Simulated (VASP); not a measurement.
# SnO2 (P4_2/mnm) in VASP: vibrations by perturbation theory with LDA

Aim: the vibrations by perturbation theory of SnO2 with LDA.

Everything below comes from runs of VASP 6.6.1. Logs are shortened: lines on timing, memory, paths and dates and some standing lists are left out, and cuts for length are marked.

### 1 The cell of the first run

The structure is tetragonal, space group P4_2/mnm (No. 136). Conventional cell: a = 4.721 Å, b = 4.721 Å, c = 3.189 Å, α = 90.00°, β = 90.00°, γ = 90.00°. Within 2.7 Å of Sn (site symmetry mmm) lie 6 O at 2.04 to 2.05 Å. Within 2.7 Å of O (site symmetry m2m) lie 3 Sn at 2.04 to 2.05 Å and 1 O at 2.59 Å.

### 2 Vibrations by perturbation theory, LDA

Input file INCAR:

```
PREC = Accurate
ENCUT = 600
EDIFF = 1E-8
ISMEAR = 0
SIGMA = 0.05
LREAL = F
LASPH = T
NELM = 120
ALGO = Normal
ISIF = 2
LWAVE = F
LCHARG = F
NBANDS = 35
IBRION = 8
NSW = 1
GGA_COMPAT = F
KPAR = 4
```

Input file KPOINTS:

```
regular mesh
0
Gamma
  6 6 8
```

Input file POSCAR:

```
SnO2
1.0
    4.7207174017      0.0000000000      0.0000000000
    0.0000000000      4.7207174017      0.0000000000
    0.0000000000      0.0000000000      3.1887553105
Sn O
2 4
Direct
    0.0000000000      0.0000000000      0.0000000000
    0.5000000000      0.5000000000      0.5000000000
    0.3061065496      0.3061065496      0.0000000000
    0.1938934504      0.8061065496      0.5000000000
    0.6938934504      0.6938934504      0.0000000000
    0.8061065496      0.1938934504      0.5000000000
```

Potentials or basis: VASP PAW LDA potentials, release 64 (Sn_d, O).

Run with:

```bash
cat potpaw_LDA.64/Sn_d/POTCAR potpaw_LDA.64/O/POTCAR > POTCAR
mpirun -np 4 vasp_std > vasp.out
```

OUTCAR:

```text
PREC = Accurate
   ENCUT = 600
   EDIFF = 1E-8
   ISMEAR = 0
   LREAL = F
   LASPH = T
   NELM = 120
   ISIF = 2
   IBRION = 8
   NSW = 1

 ion  position               nearest neighbor table
   1  0.000  0.000  0.000-   3 2.04   5 2.04   4 2.05   6 2.05   4 2.05   6 2.05   2 3.70   2 3.70
                             2 3.70   2 3.70   2 3.70   2 3.70   2 3.70   2 3.70
   2  0.500  0.500  0.500-   4 2.04   6 2.04   5 2.05   3 2.05   3 2.05   5 2.05   1 3.70   1 3.70
                             1 3.70   1 3.70   1 3.70   1 3.70   1 3.70   1 3.70
   3  0.306  0.306  0.000-   1 2.04   2 2.05   2 2.05
   4  0.194  0.806  0.500-   2 2.04   1 2.05   1 2.05
   5  0.694  0.694  0.000-   1 2.04   2 2.05   2 2.05
   6  0.806  0.194  0.500-   2 2.04   1 2.05   1 2.05

  LATTYP: Found a simple tetragonal cell.
 ALAT       =     4.7207174017
 C/A-ratio  =     0.6754810846

  Lattice vectors:

 A1 = (   4.7207174017,   0.0000000000,   0.0000000000)
 A2 = (   0.0000000000,   4.7207174017,   0.0000000000)
 A3 = (   0.0000000000,   0.0000000000,   3.1887553105)

Analysis of symmetry for initial positions (statically):
=====================================================================
 Subroutine PRICEL returns:
 Original cell was already a primitive cell.

 Routine SETGRP: Setting up the symmetry group for a
 simple tetragonal supercell.

 Subroutine GETGRP returns: Found 16 space group operations
 (whereof  8 operations were pure point group operations)
 out of a pool of 16 trial point group operations.

The static configuration has the point symmetry D_2h.
 The point group associated with its full space group is D_4h.

Analysis of symmetry for dynamics (positions and initial velocities):
=====================================================================
 Subroutine PRICEL returns:
 Original cell was already a primitive cell.

 Routine SETGRP: Setting up the symmetry group for a
 simple tetragonal supercell.

 Subroutine GETGRP returns: Found 16 space group operations
 (whereof  8 operations were pure point group operations)
 out of a pool of 16 trial point group operations.

The dynamic configuration has the point symmetry D_2h.
 The point group associated with its full space group is D_4h.

 Subroutine INISYM returns: Found 16 space group operations
 (whereof  8 operations are pure point group operations),
 and found     1 'primitive' translations

----------------------------------------------------------------------------------------

                                     Primitive cell

  volume of cell :      71.0620

  direct lattice vectors                    reciprocal lattice vectors
[... 1086 lines left out ...]
 POSITION                                       TOTAL-FORCE (eV/Angst)
 -----------------------------------------------------------------------------------
      0.00000      0.00000      0.00000        -0.000000      0.000000      0.000000
      2.36036      2.36036      1.59438        -0.000000      0.000000      0.000000
      1.44504      1.44504      0.00000        -0.021894     -0.021894     -0.000000
      0.91532      3.80540      1.59438         0.021894     -0.021894      0.000000
      3.27567      3.27567      0.00000         0.021894      0.021894      0.000000
      3.80540      0.91532      1.59438        -0.021894      0.021894      0.000000
 -----------------------------------------------------------------------------------
    total drift:                               -0.000000     -0.000000     -0.000000

  FREE ENERGIE OF THE ION-ELECTRON SYSTEM (eV)
  ---------------------------------------------------
  free  energy   TOTEN  =       -42.2897035868 eV

  energy  without entropy=      -42.2897035868  energy(sigma->0) =      -42.28970359

[... ionic steps 2 to 9 ...]

--------------------------------------- Ionic step       10  -------------------------------------------

------------------------ aborting loop because EDIFF is reached ----------------------------------------

[... ionic steps 11 to 11 ...]

--------------------------------------- Ionic step       12  -------------------------------------------

 Free energy of the ion-electron system (eV)
  ---------------------------------------------------
  ---------------------------------------------------
  free energy    TOTEN  =        -0.35546292 eV

  energy without entropy =       -0.35546292

------------------------ aborting loop because EDIFF is reached ----------------------------------------

 INTERNAL STRAIN TENSOR  FOR ION    3  DIRECTION 3   (eV/Angst):
 -----------------------------------------------------------------------------
     0.00012 -0.03213  6.15730
    -0.03213  0.00012  6.15730
     5.60838  5.60838 -0.02241

 INTERNAL STRAIN TENSOR FOR ION    6 for displacements in x,y,z  (eV/Angst):
          X           Y           Z          XY          YZ          ZX
  --------------------------------------------------------------------------------
  x     1.33255     0.46597     5.53098     2.38430     0.00000     0.00000
  y    -0.46597    -1.33255    -5.53098    -2.39212     0.00000     0.00000
  z     0.00000     0.00000     0.00000     0.00000    -5.60838     6.15730

 SECOND DERIVATIVES (NOT SYMMETRIZED)
 ------------------------------------
               1X          1Y          1Z          2X          2Y          2Z          3X          3Y          3Z          4X          4Y          4Z          5X          5Y          5Z          6X          6Y          6Z
  1X   -24.838592    0.140403    0.000000    9.352715   -0.009200    0.000000    3.015869    3.919244    0.000000    4.727070   -3.984845    0.000000    3.015869    3.919244    0.000000    4.727070   -3.984845    0.000000
  1Y     0.140403  -24.838592    0.000000   -0.009200    9.352715    0.000000    3.919244    3.015869    0.000000   -3.984845    4.727070    0.000000    3.919244    3.015869    0.000000   -3.984845    4.727070    0.000000
  1Z     0.000000    0.000000  -20.678189    0.000000    0.000000    0.236610    0.000000    0.000000    0.313392    0.000000    0.000000    9.907398    0.000000    0.000000    0.313392    0.000000    0.000000    9.907398
  2X     9.352715    0.009200    0.000000  -24.838592   -0.140403    0.000000    4.727070    3.984845    0.000000    3.015869   -3.919244    0.000000    4.727070    3.984845    0.000000    3.015869   -3.919244    0.000000
  2Y     0.009200    9.352715    0.000000   -0.140403  -24.838592    0.000000    3.984845    4.727070    0.000000   -3.919244    3.015869    0.000000    3.984845    4.727070    0.000000   -3.919244    3.015869    0.000000
  2Z     0.000000    0.000000    0.236610    0.000000    0.000000  -20.678189    0.000000    0.000000    9.907398    0.000000    0.000000    0.313392    0.000000    0.000000    9.907398    0.000000    0.000000    0.313392
  3X     3.012156    3.923687    0.000000    4.712221    3.993786    0.000000  -13.863058  -10.224333    0.000000   -0.347864    0.483681    0.000000    2.539300    2.316079    0.000000    3.947245   -0.492900    0.000000
  3Y     3.923687    3.012156    0.000000    3.993786    4.712221    0.000000  -10.224333  -13.863058    0.000000   -0.492900    3.947245    0.000000    2.316079    2.539300    0.000000    0.483681   -0.347864    0.000000
  3Z     0.000000    0.000000    0.302107    0.000000    0.000000    9.907662    0.000000    0.000000  -13.493295    0.000000    0.000000    1.790332    0.000000    0.000000   -0.297139    0.000000    0.000000    1.790332
  4X     4.712221   -3.993786    0.000000    3.012156   -3.923687    0.000000   -0.347864   -0.483681    0.000000  -13.863058   10.224333    0.000000    3.947245    0.492900    0.000000    2.539300   -2.316079    0.000000
  4Y    -3.993786    4.712221    0.000000   -3.923687    3.012156    0.000000    0.492900    3.947245    0.000000   10.224333  -13.863058    0.000000   -0.483681   -0.347864    0.000000   -2.316079    2.539300    0.000000
  4Z     0.000000    0.000000    9.907662    0.000000    0.000000    0.302107    0.000000    0.000000    1.790332    0.000000    0.000000  -13.493295    0.000000    0.000000    1.790332    0.000000    0.000000   -0.297139
  5X     3.012156    3.923687    0.000000    4.712221    3.993786    0.000000    2.539300    2.316079    0.000000    3.947245   -0.492900    0.000000  -13.863058  -10.224333    0.000000   -0.347864    0.483681    0.000000
  5Y     3.923687    3.012156    0.000000    3.993786    4.712221    0.000000    2.316079    2.539300    0.000000    0.483681   -0.347864    0.000000  -10.224333  -13.863058    0.000000   -0.492900    3.947245    0.000000
  5Z     0.000000    0.000000    0.302107    0.000000    0.000000    9.907662    0.000000    0.000000   -0.297139    0.000000    0.000000    1.790332    0.000000    0.000000  -13.493295    0.000000    0.000000    1.790332
  6X     4.712221   -3.993786    0.000000    3.012156   -3.923687    0.000000    3.947245    0.492900    0.000000    2.539300   -2.316079    0.000000   -0.347864   -0.483681    0.000000  -13.863058   10.224333    0.000000
  6Y    -3.993786    4.712221    0.000000   -3.923687    3.012156    0.000000   -0.483681   -0.347864    0.000000   -2.316079    2.539300    0.000000    0.492900    3.947245    0.000000   10.224333  -13.863058    0.000000
  6Z     0.000000    0.000000    9.907662    0.000000    0.000000    0.302107    0.000000    0.000000    1.790332    0.000000    0.000000   -0.297139    0.000000    0.000000    1.790332    0.000000    0.000000  -13.493295

 Eigenvectors and eigenvalues of the dynamical matrix
 ----------------------------------------------------

   1 f  =   22.861019 THz   143.640017 2PiTHz  762.561504 cm-1    94.545534 meV
             X         Y         Z           dx          dy          dz
      0.000000  0.000000  0.000000     0.000000   -0.000000    0.000000
      2.360359  2.360359  1.594378    -0.000000   -0.000000    0.000000
      1.445043  1.445043  0.000000     0.353553    0.353553   -0.000000
      0.915316  3.805401  1.594378     0.353553   -0.353553    0.000000
      3.275675  3.275675  0.000000    -0.353553   -0.353553   -0.000000
      3.805401  0.915316  1.594378    -0.353553    0.353553    0.000000
[... 145 lines left out ...]
  18 f/i=    0.007889 THz     0.049568 2PiTHz    0.263147 cm-1     0.032626 meV
             X         Y         Z           dx          dy          dz
      0.000000  0.000000  0.000000    -0.613815   -0.129447   -0.000000
      2.360359  2.360359  1.594378    -0.613754   -0.129158   -0.000000
      1.445043  1.445043  0.000000    -0.225805   -0.047337   -0.000000
      0.915316  3.805401  1.594378    -0.225907   -0.047823   -0.000000
      3.275675  3.275675  0.000000    -0.225805   -0.047337   -0.000000
      3.805401  0.915316  1.594378    -0.225907   -0.047823   -0.000000

--------------------------------------------------------------------------------------------------------

 ELASTIC MODULI CONTR FROM IONIC RELAXATION (kBar)
 Direction    XX          YY          ZZ          XY          YZ          ZX
 --------------------------------------------------------------------------------
 XX         -68.4759     56.1520    -37.8995      0.0000      0.0000      0.0000
 YY          56.1520    -68.4759    -37.8995     -0.0000      0.0000     -0.0000
 ZZ         -37.8995    -37.8995   -233.1038      0.0000      0.0000      0.0000
 XY           0.0000     -0.0000      0.0000    -30.0679     -0.0000     -0.0000
 YZ           0.0000      0.0000      0.0000     -0.0000   -214.9616     -0.0000
 ZX           0.0000     -0.0000      0.0000     -0.0000     -0.0000   -259.0993
 --------------------------------------------------------------------------------
```

Wall time 7 min (4 MPI ranks of Oxide Virtual Turin-like, shared host); peak memory 0.62 GiB.

Results:

```yaml
Highest_phonon_frequency_at_Γ_LO-TO_splitting_left_out: 763 cm⁻¹
```

Phonon frequencies in cm⁻¹ (negative: imaginary):
```tsv
q point	frequencies
(0.000, 0.000, 0.000)	0 0 0 96 147 224 224 284 284 349 469 474 474 567 607 607 634 763
```

Caveat: the cell stands under pressure or tension, which shifts response properties; spin-orbit coupling is left out, which moves the levels of the heavy elements.
